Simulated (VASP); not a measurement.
# TaN (P6/mmm) in VASP: single point with r2SCAN+U

Aim: the single point of TaN with r2SCAN+U.

Everything below comes from runs of VASP 6.6.1. Logs are shortened: lines on timing, memory, paths and dates and some standing lists are left out, and cuts for length are marked.

### Step 1. The cell of the first run

Symmetry: P6/mmm, No. 191, hexagonal system. The conventional cell has a = 5.185 Å, b = 5.185 Å, c = 2.908 Å, α = 90.00°, β = 90.00°, γ = 120.00°. Within 3.4 Å of Ta (site symmetry 6/mmm) lie 6 N at 2.59 Å and 14 Ta at 2.91 to 3.33 Å. Within 3.0 Å of Ta (site symmetry -6m2) lie 6 N at 2.09 Å and 5 Ta at 2.91 to 2.99 Å. N (site symmetry mmm) has 6 Ta at 2.09 to 2.59 Å and 6 N at 2.59 to 2.91 Å within 3.0 Å.

### Step 2. Single point, r2SCAN+U, collinear spin

Contents of POSCAR:

```
TaN
1.0
    5.1850002000      0.0000000000      0.0000000000
   -2.5925001000      4.4903418900      0.0000000000
    0.0000000000      0.0000000000      2.9080005300
Ta N
3 3
Direct
    0.0000000000      0.0000000000      0.0000000000
    0.3333333333      0.6666666667      0.5000000000
    0.6666666667      0.3333333333      0.5000000000
    0.5000000000      0.0000000000      0.0000000000
    0.5000000000      0.5000000000      0.0000000000
    0.0000000000      0.5000000000      0.0000000000
```

Contents of INCAR.step1:

```
ALGO     = Normal         # electronic algorithm
EDIFF    = 1E-4           # SCF threshold, eV
ENCUT    = 520            # plane-wave cutoff, eV
GGA      = PE             # functional
ISMEAR   = 0              # smearing method
ISPIN    = 2              # spin polarisation
LASPH    = T              # aspherical terms in the spheres
LCHARG   = F              # write CHGCAR
LDAU     = T              # DFT+U
LDAUJ    = 0.9 0        
LDAUL    = 2 -1           # shell
LDAUTYPE = 1            
LDAUU    = 4 0            # U, eV
LMAXMIX  = 4              # l up to which the mixer works
LREAL    = F              # projectors in reciprocal space
LWAVE    = T              # write WAVECAR
MAGMOM   = 2 2 2 0 0 0    # initial moments
NBANDS   = 37             # bands
NELM     = 150            # most SCF steps
PREC     = Accurate       # precision mode
SIGMA    = 0.05           # smearing width, eV
```

Contents of INCAR.step2:

```
ALGO     = Normal         # electronic algorithm
EDIFF    = 1E-6           # SCF threshold, eV
ENCUT    = 520            # plane-wave cutoff, eV
ISIF     = 2              # what is computed and relaxed
ISMEAR   = 0              # smearing method
ISPIN    = 2              # spin polarisation
ISTART   = 1            
LASPH    = T              # aspherical terms in the spheres
LCHARG   = T              # write CHGCAR
LDAU     = T              # DFT+U
LDAUJ    = 0.9 0        
LDAUL    = 2 -1           # shell
LDAUPRINT= 1            
LDAUTYPE = 1            
LDAUU    = 4 0            # U, eV
LELF     = T              # ELF
LMAXMIX  = 4              # l up to which the mixer works
LMIXTAU  = T            
LORBIT   = 11             # projections on sites
LREAL    = F              # projectors in reciprocal space
LVHAR    = T            
LWAVE    = F              # write WAVECAR
MAGMOM   = 2 2 2 0 0 0    # initial moments
METAGGA  = R2SCAN         # meta-GGA
NBANDS   = 37             # bands
NELM     = 150            # most SCF steps
PREC     = Accurate       # precision mode
SIGMA    = 0.05           # smearing width, eV
```

Contents of KPOINTS:

```
k-points
0
Gamma
  4 4 7
```

Potentials or basis: VASP PAW PBE potentials, release 64 (Ta_pv, N).

Launch:

```sh
$ cat potpaw_PBE.64/Ta_pv/POTCAR potpaw_PBE.64/N/POTCAR > POTCAR
$ cp INCAR.step1 INCAR
$ mpirun -np 1 vasp_std > vasp.out
$ cp INCAR.step2 INCAR
$ mpirun -np 1 vasp_std > vasp.out
```

OUTCAR:

```text
EDIFF = 1E-6
   ENCUT = 520
   ISIF = 2
   ISMEAR = 0
   ISPIN = 2
   ISTART = 1
   LASPH = T
   LORBIT = 11
   LREAL = F
   METAGGA = R2SCAN
   NELM = 150
   PREC = Accurate

 ion  position               nearest neighbor table
   1  0.000  0.000  0.000-   5 2.59   6 2.59   6 2.59   5 2.59   4 2.59   4 2.59   2 3.33   3 3.33
                             2 3.33   3 3.33   2 3.33   2 3.33   3 3.33   3 3.33   2 3.33   3 3.33
   2  0.333  0.667  0.500-   4 2.09   4 2.09   6 2.09   6 2.09   5 2.09   5 2.09   3 2.99   3 2.99
                             3 2.99   1 3.33   1 3.33   1 3.33   1 3.33   1 3.33   1 3.33
   3  0.667  0.333  0.500-   4 2.09   4 2.09   6 2.09   6 2.09   5 2.09   5 2.09   2 2.99   2 2.99
                             2 2.99   1 3.33   1 3.33   1 3.33   1 3.33   1 3.33   1 3.33
   4  0.500  0.000  0.000-   2 2.09   3 2.09   2 2.09   3 2.09   1 2.59   1 2.59
   5  0.500  0.500  0.000-   2 2.09   3 2.09   2 2.09   3 2.09   1 2.59   1 2.59
   6  0.000  0.500  0.000-   2 2.09   3 2.09   2 2.09   3 2.09   1 2.59   1 2.59

  LATTYP: Found a hexagonal cell.
 ALAT       =     5.1850002000
 C/A-ratio  =     0.5608486823

  Lattice vectors:

 A1 = (   5.1850002000,   0.0000000000,   0.0000000000)
 A2 = (  -2.5925001000,   4.4903418900,   0.0000000000)
 A3 = (   0.0000000000,   0.0000000000,   2.9080005300)

Analysis of symmetry for initial positions (statically):
=====================================================================
 Subroutine PRICEL returns:
 Original cell was already a primitive cell.

 Routine SETGRP: Setting up the symmetry group for a
 hexagonal supercell.

 Subroutine GETGRP returns: Found 24 space group operations
 (whereof 24 operations were pure point group operations)
 out of a pool of 24 trial point group operations.

The static configuration has the point symmetry D_6h.

Analysis of symmetry for dynamics (positions and initial velocities):
=====================================================================
 Subroutine PRICEL returns:
 Original cell was already a primitive cell.

 Routine SETGRP: Setting up the symmetry group for a
 hexagonal supercell.

 Subroutine GETGRP returns: Found 24 space group operations
 (whereof 24 operations were pure point group operations)
 out of a pool of 24 trial point group operations.

The dynamic configuration has the point symmetry D_6h.

Analysis of structural, dynamic, and magnetic symmetry:
=====================================================================
 Subroutine PRICEL returns:
 Original cell was already a primitive cell.

 Routine SETGRP: Setting up the symmetry group for a
 hexagonal supercell.

 Subroutine GETGRP returns: Found 24 space group operations
 (whereof 24 operations were pure point group operations)
 out of a pool of 24 trial point group operations.

The overall configuration has the point symmetry D_6h.

 Subroutine INISYM returns: Found 24 space group operations
 (whereof 24 operations are pure point group operations),
 and found     1 'primitive' translations

----------------------------------------------------------------------------------------

                                     Primitive cell

  volume of cell :      67.7053

  direct lattice vectors                    reciprocal lattice vectors
     5.185000200  0.000000000  0.000000000     0.192864023  0.111350096  0.000000000
    -2.592500100  4.490341890  0.000000000     0.000000000  0.222700192  0.000000000
     0.000000000  0.000000000  2.908000530     0.000000000  0.000000000  0.343878892

  length of vectors
     5.185000200  5.185000198  2.908000530     0.222700192  0.222700192  0.343878892

  position of ions in fractional coordinates (direct lattice)
     0.000000000  0.000000000  0.000000000
     0.333333333  0.666666667  0.500000000
     0.666666667  0.333333333  0.500000000
     0.500000000  0.000000000  0.000000000
     0.500000000  0.500000000  0.000000000
[... 91 lines left out ...]
   IMIX   =      4    mixing-type and parameters
     AMIX     =   0.40;   BMIX     =  1.00
     AMIX_MAG =   1.60;   BMIX_MAG =  1.00
  volume/ion in A,a.u.               =      11.28        76.15
  Fermi-wavevector in a.u.,A,eV,Ry     =   1.459759  2.758544 28.992586  2.130895
  Thomas-Fermi vector in A             =   2.576288
   LORBIT       =     11    0 simple, 1 ext, 2 COOP (PROOUT), +10 PAW based schemes
 LDA+U is selected, type is set to LDAUTYPE =  1
   angular momentum for each species LDAUL =     2   -1
   U (eV)           for each species LDAUU =   4.0  0.0
   J (eV)           for each species LDAUJ =   0.9  0.0
   METAGGA = R2SCAN    functional components
   LHFCALC =     F    Hartree Fock is set to
   AEXX    =    0.0000 exact exchange contribution
   IVDW    =     0    specifies the selected vdW correction
   LEPSILON=     F    determine dielectric tensor
   LRPA    =     F    only Hartree local field effects (RPA)
 spin polarized calculation
 Gauss-broadening in eV      SIGMA  =   0.05
  energy-cutoff  :      520.00
  volume of cell :       67.71
 maximum number of plane-waves:      1840
 NGX is ok and might be reduce to    40
   NGX = 19   NGY = 19   NGZ = 11

 number of electron      47.9999998 magnetization      -0.0000000

atom =   1  type =  1  l = 2

 onsite density matrix

spin component  1
[... 83 lines left out ...]
  o =  0.2152  v =  0.0000  0.0000  0.0000  0.0000  0.0000  1.0000  0.0000  0.0000  0.0000  0.0000      0.0000  0.0000  0.0000  0.0000  0.0000  0.0000  0.0000  0.0000  0.0000  0.0000
  o =  0.2152  v =  0.0000  0.0000  0.0000  0.0000  0.0000  0.0000  0.0000 -0.0000  0.0000 -1.0000      0.0000  0.0000  0.0000  0.0000  0.0000  0.0000  0.0000  0.0000  0.0000  0.0000
  o =  0.2152  v =  1.0000  0.0000  0.0000  0.0000  0.0000  0.0000  0.0000  0.0000  0.0000  0.0000      0.0000  0.0000  0.0000  0.0000  0.0000  0.0000  0.0000  0.0000  0.0000  0.0000
  o =  0.2152  v =  0.0000  0.0000 -0.0000  0.0000 -1.0000  0.0000  0.0000  0.0000  0.0000  0.0000      0.0000  0.0000  0.0000  0.0000  0.0000  0.0000  0.0000  0.0000  0.0000  0.0000
  o =  0.2404  v =  0.0000  1.0000  0.0000  0.0000  0.0000  0.0000  0.0000  0.0000  0.0000  0.0000      0.0000  0.0000  0.0000  0.0000  0.0000  0.0000  0.0000  0.0000  0.0000  0.0000
  o =  0.2404  v =  0.0000  0.0000  0.0000  0.0000  0.0000  0.0000  1.0000 -0.0000  0.0000  0.0000      0.0000  0.0000  0.0000  0.0000  0.0000  0.0000  0.0000  0.0000  0.0000  0.0000
  o =  0.2404  v =  0.0000 -0.0000 -0.0000  1.0000  0.0000  0.0000  0.0000  0.0000  0.0000  0.0000      0.0000  0.0000  0.0000  0.0000  0.0000  0.0000  0.0000  0.0000  0.0000  0.0000
  o =  0.2404  v =  0.0000  0.0000  0.0000  0.0000  0.0000  0.0000 -0.0000  0.0000  1.0000 -0.0000      0.0000  0.0000  0.0000  0.0000  0.0000  0.0000  0.0000  0.0000  0.0000  0.0000
  o =  0.2604  v =  0.0000  0.0000  0.0000  0.0000  0.0000  0.0000 -0.0000 -1.0000  0.0000  0.0000      0.0000  0.0000  0.0000  0.0000  0.0000  0.0000  0.0000  0.0000  0.0000  0.0000
  o =  0.2604  v =  0.0000  0.0000 -1.0000  0.0000  0.0000  0.0000  0.0000  0.0000  0.0000  0.0000      0.0000  0.0000  0.0000  0.0000  0.0000  0.0000  0.0000  0.0000  0.0000  0.0000

 number of electron      47.9999998 magnetization       0.0000000

 Free energy of the ion-electron system (eV)
  ---------------------------------------------------
  ext. energy  EPLUGINS =         0.00000000
  ---------------------------------------------------
  free energy    TOTEN  =      -170.04471034 eV

  energy without entropy =     -170.04351211  energy(sigma->0) =     -170.04411123

 E-fermi :   8.5474     XC(G=0): -14.0816

 val. band max:        8.5044396536   @ k =   0.5000   0.0000   0.1429
 cond. band min:       8.8476707623   @ k =   0.0000   0.0000   0.2857
 fundamental gap:      0.3432311087
 Fermi energy:         8.5474021534

 spin component 1

 k-point     1 :       0.0000    0.0000    0.0000
  band No.  band energies     occupation
      1     -29.6360      1.00000
      2     -29.6360      1.00000
      3     -29.2539      1.00000
      4     -29.2539      1.00000
      5     -28.9986      1.00000
      6     -28.9427      1.00000
[... 613 lines left out ...]
     35      14.9575      0.00000
     36      15.8550      0.00000
 Fermi energy:         8.5474021534

 spin component 2

 k-point     1 :       0.0000    0.0000    0.0000
  band No.  band energies     occupation
      1     -29.6360      1.00000
      2     -29.6360      1.00000
      3     -29.2539      1.00000
      4     -29.2539      1.00000
      5     -28.9986      1.00000
      6     -28.9427      1.00000
[... 613 lines left out ...]
     35      14.9575      0.00000
     36      15.8550      0.00000
 [bands above 36 left out]

------------------------ aborting loop because EDIFF is reached ----------------------------------------

  FORCE on cell =-STRESS in cart. coord.  units (eV):
  Direction    XX          YY          ZZ          XY          YZ          ZX
  --------------------------------------------------------------------------------------
  -------------------------------------------------------------------------------------
  Total        6.9110620      6.9110620      7.5674779      0.0000000     -0.0000000      0.0000000
  in kB      163.5432795    163.5432794    179.0766982      0.0000000     -0.0000000      0.0000000
  external PRESSURE =     168.7210857 kB  Pullay stress =       0.0000000 kB

 VOLUME and BASIS-vectors are now :
 -----------------------------------------------------------------------------
  energy-cutoff  :      520.00
  volume of cell :       67.71
      direct lattice vectors                 reciprocal lattice vectors
     5.185000200  0.000000000  0.000000000     0.192864023  0.111350096  0.000000000
    -2.592500100  4.490341890  0.000000000     0.000000000  0.222700192  0.000000000
     0.000000000  0.000000000  2.908000530     0.000000000  0.000000000  0.343878892

 POSITION                                       TOTAL-FORCE (eV/Angst)
 -----------------------------------------------------------------------------------
      0.00000      0.00000      0.00000        -0.000000      0.000000      0.000000
     -0.00000      2.99356      1.45400        -0.000000     -0.000000      0.000000
      2.59250      1.49678      1.45400         0.000000      0.000000     -0.000000
      2.59250      0.00000      0.00000        -0.000000      0.000000      0.000000
      1.29625      2.24517      0.00000        -0.000000      0.000000      0.000000
     -1.29625      2.24517      0.00000        -0.000000      0.000000      0.000000
 -----------------------------------------------------------------------------------
    total drift:                               -0.000000      0.000000     -0.000000

  FREE ENERGIE OF THE ION-ELECTRON SYSTEM (eV)
  ---------------------------------------------------
  free  energy   TOTEN  =      -170.0447103442 eV

  energy  without entropy=     -170.0435121147  energy(sigma->0) =     -170.04411123

 total charge

# of ion       s       p       d       tot
------------------------------------------
    1        0.301   6.138   2.120   8.558
    2        0.343   6.324   2.289   8.956
    3        0.343   6.324   2.289   8.956
    4        1.264   2.612   0.000   3.876
    5        1.264   2.612   0.000   3.876
    6        1.264   2.612   0.000   3.876
--------------------------------------------------
tot          4.780  26.622   6.699  38.100

 magnetization (x)

# of ion       s       p       d       tot
------------------------------------------
    1        0.000  -0.000  -0.000   0.000
    2       -0.000   0.000  -0.000  -0.000
    3       -0.000   0.000  -0.000  -0.000
    4        0.000   0.000   0.000   0.000
    5        0.000   0.000   0.000   0.000
    6        0.000   0.000   0.000   0.000
--------------------------------------------------
tot          0.000   0.000  -0.000  -0.000
```

Run time: 2.6 min. Hardware: 1 thread of Intel Xeon 6975P-C (Granite Rapids), shared host; peak memory 0.27 GiB.

Results:

```
Free energy                                           : -170.0447 eV
Pressure                                              : 16.9 GPa
Band gap on the k mesh                                : zero (filled and empty bands overlap)
Net moment                                            : 0.00 μB per cell
Valence electrons inside the program's atomic spheres : Ta 8.56, 8.96 (each value once); N 3.88
```

Stress tensor (GPa, compression positive):
```
16.35  0.00  0.00
 0.00 16.35  0.00
 0.00  0.00 17.91
```

Levels at points of the mesh, in eV from the Fermi level:
Spin up:
```csv
k point,band 20,band 21,band 22,band 23,band 24,band 25,band 26,band 27,band 28,band 29
"(0.00, 0.00, 0.00)",-3.35,-3.35,-2.82,-1.99,-1.01,-1.01,1.14,1.14,1.55,2.47
"(0.50, 0.00, 0.00)",-4.97,-3.70,-3.25,-1.78,-0.51,1.59,2.16,2.22,2.51,2.74
```
Spin down:
```
           k point  band 22  band 23  band 24  band 25  band 26  band 27
(0.00, 0.00, 0.00)    -2.82    -1.99    -1.01    -1.01     1.14     1.14
(0.50, 0.00, 0.00)    -3.25    -1.78    -0.51     1.59     2.16     2.22
```

Eigenvalues of the final occupation matrices:
| site | spin | trace | eigenvalues |
| --- | --- | --- | --- |
| site 1 d | 1 | 1.08 | 0.16 0.16 0.25 0.25 0.26 |
| site 1 d | 2 | 1.08 | 0.16 0.16 0.25 0.25 0.26 |
| site 2 d | 1 | 1.17 | 0.22 0.22 0.24 0.24 0.26 |
| site 2 d | 2 | 1.17 | 0.22 0.22 0.24 0.24 0.26 |
| site 3 d | 1 | 1.17 | 0.22 0.22 0.24 0.24 0.26 |
| site 3 d | 2 | 1.17 | 0.22 0.22 0.24 0.24 0.26 |

Caveat: the cell stands under pressure; the PAW data sets were made with another functional, which shifts forces and pressure a little; spin-orbit coupling is left out, which moves the levels of the heavy elements.
